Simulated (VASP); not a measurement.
# Ti5O8 (a cell with a defect) in VASP: a series of runs

Runs on Ti5O8 (a cell with a defect). Level: PBEsol. Tasks: single point.

All numbers are computed with VASP 6.6.1; they aren't measurements. Logs are shortened: lines on timing, memory, paths and dates and some standing lists are left out, and cuts for length are marked.

### 1 The cell of the first run

The cell holds a defect, 13 atoms: a = 4.591 Å, b = 4.591 Å, c = 5.878 Å, α = 90.00°, β = 90.00°, γ = 90.00°.

### 2 Single point, PBEsol, collinear spin

INCAR reads:

```
ALGO = Normal
EDIFF = 1E-6
ENCUT = 520
GGA = PS
ISIF = 2
ISMEAR = -1
ISPIN = 2
LASPH = T
LCHARG = F
LMAXMIX = 4
LORBIT = 11
LREAL = F
LWAVE = F
MAGMOM = 0 0 0.125 0 0.125 0.125 0.125 0.125 0.125 0.125 0 0.125 0
NBANDS = 70
NELECT = 107.0
NELM = 150
PREC = Accurate
SIGMA = 0.05
```

KPOINTS reads:

```
Automatic mesh
0
Gamma
  2 2 2
  0.5 0.5 0.5
```

POSCAR reads:

```
Ti5O8
1.0
    4.5914140000      0.0000000000      0.0000000000
    0.0000000000      4.5914140000      0.0000000000
    0.0000000000      0.0000000000      5.8777420000
Ti O
5 8
Direct
    0.0213370000      0.0011770000      0.0131510000
    0.9943240000      0.0069490000      0.4798880000
    0.2180990000      0.2456220000      0.2552570000
    0.4892410000      0.4941770000      0.7489480000
    0.7598680000      0.7585780000      0.2361040000
    0.3036160000      0.2949170000      0.0172920000
    0.3081500000      0.2987970000      0.5021700000
    0.6891460000      0.6747250000      0.0115210000
    0.6862880000      0.6751390000      0.4956000000
    0.1999700000      0.7876890000      0.2565860000
    0.2168530000      0.8141990000      0.7618420000
    0.7746630000      0.1991720000      0.2285680000
    0.8146880000      0.1596280000      0.7581360000
```

Potentials or basis: VASP PAW PBE potentials, release 64 (Ti_sv, O).

Command:

```bash
> cat potpaw_PBE.64/Ti_sv/POTCAR potpaw_PBE.64/O/POTCAR > POTCAR
> mpirun -np 1 vasp_std > vasp.out
```

OUTCAR:

```text
EDIFF = 1E-6
   ENCUT = 520
   GGA = PS
   ISIF = 2
   ISMEAR = -1
   ISPIN = 2
   LASPH = T
   LORBIT = 11
   LREAL = F
   NELECT = 107.0
   NELM = 150
   PREC = Accurate

 ion  position               nearest neighbor table
   1  0.021  0.001  0.013-   6 1.87  13 1.92  10 1.92  12 1.93  11 1.93   3 2.03   5 2.10   8 2.14
                             2 2.75
   2  0.994  0.007  0.480-  10 1.90  13 1.96   7 1.97  12 1.99   3 2.00   9 2.08   5 2.12  11 2.14
                             1 2.75
   3  0.218  0.246  0.255-   6 1.47   7 1.53   2 2.00   1 2.03  12 2.05  10 2.10
   4  0.489  0.494  0.749-   7 1.90   9 1.93  11 1.93   8 1.98   6 2.01  13 2.14
   5  0.760  0.759  0.236-   8 1.41   9 1.61  12 2.02  10 2.03   1 2.10   2 2.12
   6  0.304  0.295  0.017-   3 1.47   1 1.87   4 2.01
   7  0.308  0.299  0.502-   3 1.53   4 1.90   2 1.97
   8  0.689  0.675  0.012-   5 1.41   4 1.98   1 2.14
   9  0.686  0.675  0.496-   5 1.61   4 1.93   2 2.08
  10  0.200  0.788  0.257-   2 1.90   1 1.92   5 2.03   3 2.10
  11  0.217  0.814  0.762-   1 1.93   4 1.93   2 2.14
  12  0.775  0.199  0.229-   1 1.93   2 1.99   5 2.02   3 2.05
  13  0.815  0.160  0.758-   1 1.92   2 1.96   4 2.14

  LATTYP: Found a simple tetragonal cell.
 ALAT       =     4.5914140000
 C/A-ratio  =     1.2801594454

  Lattice vectors:

 A1 = (   4.5914140000,   0.0000000000,   0.0000000000)
 A2 = (   0.0000000000,   4.5914140000,   0.0000000000)
 A3 = (   0.0000000000,   0.0000000000,   5.8777420000)

Analysis of symmetry for initial positions (statically):
=====================================================================
 Subroutine PRICEL returns:
 Original cell was already a primitive cell.

 Routine SETGRP: Setting up the symmetry group for a
 simple tetragonal supercell.

 Subroutine GETGRP returns: Found  1 space group operations
 (whereof  1 operations were pure point group operations)
 out of a pool of 16 trial point group operations.

The static configuration has the point symmetry C_1 .

Analysis of symmetry for dynamics (positions and initial velocities):
=====================================================================
 Subroutine PRICEL returns:
 Original cell was already a primitive cell.

 Routine SETGRP: Setting up the symmetry group for a
 simple tetragonal supercell.

 Subroutine GETGRP returns: Found  1 space group operations
 (whereof  1 operations were pure point group operations)
 out of a pool of 16 trial point group operations.

The dynamic configuration has the point symmetry C_1 .

Analysis of structural, dynamic, and magnetic symmetry:
=====================================================================
 Subroutine PRICEL returns:
 Original cell was already a primitive cell.

 Routine SETGRP: Setting up the symmetry group for a
 simple tetragonal supercell.

 Subroutine GETGRP returns: Found  1 space group operations
 (whereof  1 operations were pure point group operations)
 out of a pool of 16 trial point group operations.

The overall configuration has the point symmetry C_1 .

 Subroutine INISYM returns: Found  1 space group operations
 (whereof  1 operations are pure point group operations),
 and found     1 'primitive' translations

----------------------------------------------------------------------------------------

                                     Primitive cell

  volume of cell :     123.9092

  direct lattice vectors                    reciprocal lattice vectors
     4.591414000  0.000000000  0.000000000     0.217797829  0.000000000  0.000000000
     0.000000000  4.591414000  0.000000000     0.000000000  0.217797829  0.000000000
     0.000000000  0.000000000  5.877742000     0.000000000  0.000000000  0.170133361

  length of vectors
     4.591414000  4.591414000  5.877742000     0.217797829  0.217797829  0.170133361

  position of ions in fractional coordinates (direct lattice)
     0.021337000  0.001177000  0.013151000
     0.994324000  0.006949000  0.479888000
     0.218099000  0.245622000  0.255257000
     0.489241000  0.494177000  0.748948000
     0.759868000  0.758578000  0.236104000
     0.303616000  0.294917000  0.017292000
     0.308150000  0.298797000  0.502170000
     0.689146000  0.674725000  0.011521000
     0.686288000  0.675139000  0.495600000
     0.199970000  0.787689000  0.256586000
     0.216853000  0.814199000  0.761842000
     0.774663000  0.199172000  0.228568000
     0.814688000  0.159628000  0.758136000

  ion indices of the primitive-cell ions
   primitive index   ion index
                 1           1
[... 33 lines left out ...]

 Subroutine IBZKPT returns following result:
 ===========================================

 Found      4 irreducible k-points:

 Following reciprocal coordinates:
            Coordinates               Weight
  0.250000  0.250000  0.250000      2.000000
 -0.250000  0.250000  0.250000      2.000000
 -0.250000 -0.250000  0.250000      2.000000
  0.250000 -0.250000  0.250000      2.000000
   k-points           NKPTS =      4   k-points in BZ     NKDIM =      4   number of bands    NBANDS=     70
   number of dos      NEDOS =    301   number of ions     NIONS =     13
   total plane-waves  NPLWV =  62208
   dimension x,y,z NGX =    36 NGY =   36 NGZ =   48
   dimension x,y,z NGXF=    72 NGYF=   72 NGZF=   96
   ions per type =               5   8
   NGX,Y,Z   is equivalent  to a cutoff of  13.03, 13.03, 13.58 a.u.
   NGXF,Y,Z  is equivalent  to a cutoff of  26.07, 26.07, 27.15 a.u.
 SYSTEM =  unknown system
   PREC   = accura    normal or accurate (medium, high low for compatibility)
   ISTART =      0    job   : 0-new  1-cont  2-samecut
   ICHARG =      2    charge: 1-file 2-atom 10-const
   ISPIN  =      2    spin polarized calculation?
   LNONCOLLINEAR =      F non collinear calculations
   LSORBIT =      F    spin-orbit coupling
   LASPH  =      T    aspherical Exc in radial PAW
   ENCUT  =  520.0 eV  38.22 Ry    6.18 a.u.   8.54  8.54 10.93*2*pi/ulx,y,z
   NELM   =    150;   NELMIN=  2; NELMDL= -5     # of ELM steps
   EDIFF  = 0.1E-05   stopping-criterion for ELM
   LREAL  =      F    real-space projection
   EDIFFG = 0.1E-04   stopping-criterion for IOM
   NSW    =      0    number of steps for IOM
   IBRION =     -1    ionic relax: 0-MD 1-quasi-New 2-CG
   NFREE  =      0    steps in history (QN), initial steepest desc. (CG)
   ISIF   =      2    stress and relaxation
   ISYM   =      2    0-nonsym 1-usesym 2-fastsym
   POTIM  = 0.5000    time-step for ionic-motion
   TEBEG  =    0.0;   TEEND  =   0.0 temperature during run
   PSTRESS=    0.0 pullay stress
   NELECT =     107.0000    total number of electrons
   NUPDOWN=      -1.0000    fix difference up-down
   EMIN   =  10.00;   EMAX   =-10.00  energy-range for DOS
   EFERMI =   0.00;   METHOD = LEGACY
   ISMEAR =    -1;   SIGMA  =   0.05  broadening in eV -4-tet -1-fermi 0-gaus
   EFERMI_NEDOS =   21; number of points for ismear=-14 and -15
   IALGO  =     38    algorithm
   IMIX   =      4    mixing-type and parameters
     AMIX     =   0.40;   BMIX     =  1.00
     AMIX_MAG =   1.60;   BMIX_MAG =  1.00
  volume/ion in A,a.u.               =       9.53        64.32
  Fermi-wavevector in a.u.,A,eV,Ry     =   1.558960  2.946007 33.067001  2.430356
  Thomas-Fermi vector in A             =   2.662388
   LORBIT       =     11    0 simple, 1 ext, 2 COOP (PROOUT), +10 PAW based schemes
   GGA     = PS    functional components
   LHFCALC =     F    Hartree Fock is set to
   AEXX    =    0.0000 exact exchange contribution
   IVDW    =     0    specifies the selected vdW correction
   LEPSILON=     F    determine dielectric tensor
   LRPA    =     F    only Hartree local field effects (RPA)
 spin polarized calculation
  energy-cutoff  :      520.00
  volume of cell :      123.91
 maximum number of plane-waves:      3339
 NGX is ok and might be reduce to    36
   NGX = 17   NGY = 17   NGZ = 21

 number of electron     106.9999972 magnetization      -0.0018000

 number of electron     106.9999972 magnetization       0.0011169

 Free energy of the ion-electron system (eV)
  ---------------------------------------------------
  ext. energy  EPLUGINS =         0.00000000
  ---------------------------------------------------
  free energy    TOTEN  =      -107.97897831 eV

  energy without entropy =     -107.91246238  energy(sigma->0) =     -107.94572034

 E-fermi :   8.0347     XC(G=0): -12.1372

 val. band max:        7.9898925130   @ k =   0.2500  -0.2500   0.2500
 cond. band min:       8.0637362033   @ k =  -0.2500   0.2500   0.2500
 fundamental gap:      0.0738436903
 Fermi energy:         8.0347083630

 spin component 1

 k-point     1 :       0.2500    0.2500    0.2500
  band No.  band energies     occupation
      1     -49.9312      1.00000
      2     -49.8527      1.00000
      3     -49.2145      1.00000
      4     -48.9267      1.00000
      5     -48.3030      1.00000
      6     -28.5958      1.00000
[... 261 lines left out ...]
     64      11.4127      0.00000
     65      11.4943      0.00000
 Fermi energy:         8.0347083630

 spin component 2

 k-point     1 :       0.2500    0.2500    0.2500
  band No.  band energies     occupation
      1     -49.9311      1.00000
      2     -49.8525      1.00000
      3     -49.2142      1.00000
      4     -48.9266      1.00000
      5     -48.3028      1.00000
      6     -28.5956      1.00000
[... 261 lines left out ...]
     64      11.4129      0.00000
     65      11.4944      0.00000
 [bands above 65 left out]

------------------------ aborting loop because EDIFF is reached ----------------------------------------

  FORCE on cell =-STRESS in cart. coord.  units (eV):
  Direction    XX          YY          ZZ          XY          YZ          ZX
  --------------------------------------------------------------------------------------
  -------------------------------------------------------------------------------------
  Total       16.2873807     14.2977689    121.2179598     23.5662225      6.8324057      2.1872302
  in kB      210.6000179    184.8738252   1567.3793663    304.7173124     88.3447611     28.2814490
  external PRESSURE =     654.2844031 kB  Pullay stress =       0.0000000 kB

 VOLUME and BASIS-vectors are now :
 -----------------------------------------------------------------------------
  energy-cutoff  :      520.00
  volume of cell :      123.91
      direct lattice vectors                 reciprocal lattice vectors
     4.591414000  0.000000000  0.000000000     0.217797829  0.000000000  0.000000000
     0.000000000  4.591414000  0.000000000     0.000000000  0.217797829  0.000000000
     0.000000000  0.000000000  5.877742000     0.000000000  0.000000000  0.170133361

 POSITION                                       TOTAL-FORCE (eV/Angst)
 -----------------------------------------------------------------------------------
      0.09797      0.00540      0.07730        -0.875871     -1.376636    -14.665702
      4.56535      0.03191      2.82066        -2.558874     -1.532662     14.891224
      1.00138      1.12775      1.50033        -1.768525      3.099091      4.885329
      2.24631      2.26897      4.40212         0.096889      0.488596     -0.553048
      3.48887      3.48295      1.38776         1.467333      3.079731     14.595911
      1.39403      1.35409      0.10164         5.759577      3.889334    -19.194142
      1.41484      1.37190      2.95163         3.592717      1.902847     14.058740
      3.16415      3.09794      0.06772        -5.167826     -6.429399    -23.081573
      3.15103      3.09984      2.91301        -1.023213     -1.616966      9.127202
      0.91815      3.61661      1.50815         1.936548     -2.164692     -0.008455
      0.99566      3.73832      4.47791         1.019561     -1.947597     -0.655805
      3.55680      0.91448      1.34346        -1.128478      0.976913      1.095967
      3.74057      0.73292      4.45613        -1.349837      1.631441     -0.495646
 -----------------------------------------------------------------------------------
    total drift:                                0.000908      0.000431      0.000081

  FREE ENERGIE OF THE ION-ELECTRON SYSTEM (eV)
  ---------------------------------------------------
  free  energy   TOTEN  =      -107.9789783085 eV

  energy  without entropy=     -107.9124623812  energy(sigma->0) =     -107.94572034

 total charge

# of ion       s       p       d       tot
------------------------------------------
    1        2.248   6.348   2.305  10.901
    2        2.222   6.294   2.185  10.701
    3        2.331   6.601   3.195  12.127
    4        2.211   6.268   1.700  10.178
    5        2.337   6.586   3.101  12.024
    6        1.623   3.621   0.000   5.245
    7        1.612   3.592   0.000   5.203
    8        1.634   3.629   0.000   5.263
    9        1.595   3.531   0.000   5.126
   10        1.571   3.491   0.000   5.062
   11        1.565   3.427   0.000   4.992
   12        1.573   3.471   0.000   5.044
   13        1.564   3.426   0.000   4.990
--------------------------------------------------
tot         24.085  60.284  12.486  96.855

 magnetization (x)

# of ion       s       p       d       tot
------------------------------------------
    1        0.000   0.000   0.000   0.000
    2        0.000   0.000   0.000   0.000
    3        0.000   0.000   0.000   0.000
    4        0.000   0.000   0.000   0.000
    5        0.000   0.000   0.000   0.000
    6        0.000   0.000   0.000   0.000
    7        0.000   0.000   0.000   0.000
    8        0.000   0.000   0.000   0.000
    9        0.000   0.000   0.000   0.000
   10        0.000   0.000   0.000   0.000
   11        0.000   0.000   0.000   0.000
   12        0.000   0.000   0.000   0.000
   13        0.000   0.000   0.000   0.000
--------------------------------------------------
tot          0.000   0.000   0.001   0.001
```

Wall time 2.4 min (1 thread of Intel Xeon Platinum 8375C at 2.90GHz (Ice Lake), shared host); peak memory 0.28 GiB.

What came out:

| Property | Result |
| --- | --- |
| Free energy | -107.9790 eV |
| Largest force | 24.511 eV/Å |
| Net moment | 0.00 μB per cell |
| Valence electrons inside the program's atomic spheres | Ti 10.90, 10.70, 12.13, 10.18, 12.02; O 5.25, 5.20, 5.26, 5.13, 5.06, 4.99, 5.04 (each value once) |

Forces in eV/Å, atoms in the order of the input:
```
Ti   -0.876  -1.377 -14.666
Ti   -2.559  -1.533  14.891
Ti   -1.769   3.099   4.885
Ti    0.097   0.489  -0.553
Ti    1.467   3.080  14.596
O     5.760   3.889 -19.194
O     3.593   1.903  14.059
O    -5.168  -6.429 -23.082
O    -1.023  -1.617   9.127
O     1.937  -2.165  -0.008
O     1.020  -1.948  -0.656
O    -1.128   0.977   1.096
O    -1.350   1.631  -0.496
```

Caveat: the k points lie up to 0.68 Å⁻¹ apart; the cell carries a net charge on a neutralising background, which shifts energy and pressure; the cell is charged against a uniform background, so pressure and absolute levels hang on convention; atoms lie so close that the PAW spheres overlap strongly, which falsifies energies and pressures; the PAW data sets were made with another functional, which shifts forces and pressure a little; semilocal functionals often make such compounds metallic where correlation or magnetic order opens a gap, which also shifts bond lengths.

### 3 Single point, PBEsol, collinear spin

INCAR reads:

```
PREC = Accurate ; ENCUT = 520
EDIFF = 1E-7 ; ISMEAR = 1
SIGMA = 0.05 ; LREAL = F
LASPH = T ; NELM = 150
ALGO = Normal ; ISIF = 2
LWAVE = F ; LCHARG = F
ISPIN = 2 ; MAGMOM = 0 0 0.125 0 0.125 0.125 0.125 0.125 0.125 0.125 0 0.125 0
LORBIT = 11 ; LMAXMIX = 4
GGA = PS ; NBANDS = 70
NELECT = 107.0
```

KPOINTS is that of step 2.

POSCAR is that of step 2.

Potentials or basis: VASP PAW PBE potentials, release 64 (Ti_sv, O).

Command:

```bash
> cat potpaw_PBE.64/Ti_sv/POTCAR potpaw_PBE.64/O/POTCAR > POTCAR
> mpirun -np 1 vasp_std > vasp.out
```

It took 2.2 min on 1 thread of Intel Xeon Platinum 8375C at 2.90GHz (Ice Lake), shared host; peak memory 0.29 GiB.

The run converged. Its results:

```yaml
Free_energy: -107.9684 eV
Largest_force: 24.555 eV/Å
Net_moment: 1.01 μB per cell
Site_moments: Ti +0.31, +0.18, +0.07 (each value once); O +0.01, +0.00 (each value once) μB
Valence_electrons_inside_the_program's_atomic_spheres: Ti 10.89, 10.70, 12.12, 10.18, 12.02; O 5.25, 5.20, 5.26, 5.13, 5.06, 4.99, 5.04 (each value once)
```

Forces in eV/Å, atoms in the order of the input:
```
Ti   -0.919  -1.351 -14.479
Ti   -2.520  -1.527  14.635
Ti   -1.688   3.074   4.788
Ti    0.153   0.507  -0.557
Ti    1.435   3.028  14.780
O     5.787   3.943 -19.138
O     3.545   1.926  14.028
O    -5.162  -6.463 -23.120
O    -1.070  -1.627   9.092
O     2.037  -2.288   0.002
O     1.028  -1.955  -0.649
O    -1.254   1.055   1.089
O    -1.373   1.677  -0.470
```

Levels at points of the mesh, in eV from the Fermi level:
Spin up:
```
           k point  band 52  band 53  band 54  band 55  band 56  band 57
(0.25, 0.25, 0.25)    -2.30    -0.53    -0.08     0.38     0.47     1.15
```
Spin down:
```csv
k point,band 50,band 51,band 52,band 53,band 54,band 55,band 56,band 57
"(0.25, 0.25, 0.25)",-2.95,-2.50,-2.27,-0.28,0.23,0.54,0.71,1.29
```

Caveat: the k points lie up to 0.68 Å⁻¹ apart; the cell carries a net charge on a neutralising background, which shifts energy and pressure; the cell is charged against a uniform background, so pressure and absolute levels hang on convention; atoms lie so close that the PAW spheres overlap strongly, which falsifies energies and pressures; the PAW data sets were made with another functional, which shifts forces and pressure a little.

[end of part 1 of 2]
